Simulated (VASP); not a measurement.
Ge, 2 atoms in the cell. The structure is cubic, space group Fd-3m (No. 227). The conventional cell has a = 5.639 Å, b = 5.639 Å, c = 5.639 Å, α = 90.00°, β = 90.00°, γ = 90.00°. Within 3.2 Å of Ge (site symmetry -43m) lie 4 Ge at 2.44 Å.  This cell differs from its parent crystal: volume scaled by 0.99.

* Program: VASP 6.6.1
* Task: electric field gradients
* Functional: LDA
* Potentials or basis: VASP PAW LDA potentials, release 64 (Ge_d)
* Cutoff: 520 eV
* k mesh: 10 × 10 × 10
* Occupations: fermi-dirac, width 0.05 eV
* Spin: no spin polarisation
* Dipole correction: no
* Further INCAR settings: ALGO = Normal; EDIFF = 1e-08; NBANDS = 21

Potentials or basis: VASP PAW LDA potentials, release 64 (Ge_d).

Command:

```console
$ cat potpaw_LDA.64/Ge_d/POTCAR > POTCAR
$ mpirun -np 1 vasp_std > vasp.out
```

Hardware: 1 thread of Intel Xeon 6975P-C (shared host).

How long does it take, and how much memory?

It took 32 s on 1 thread of Intel Xeon 6975P-C, with other jobs on the host, peak memory 0.16 GiB. Counts: scf iterations 12, k points 47.
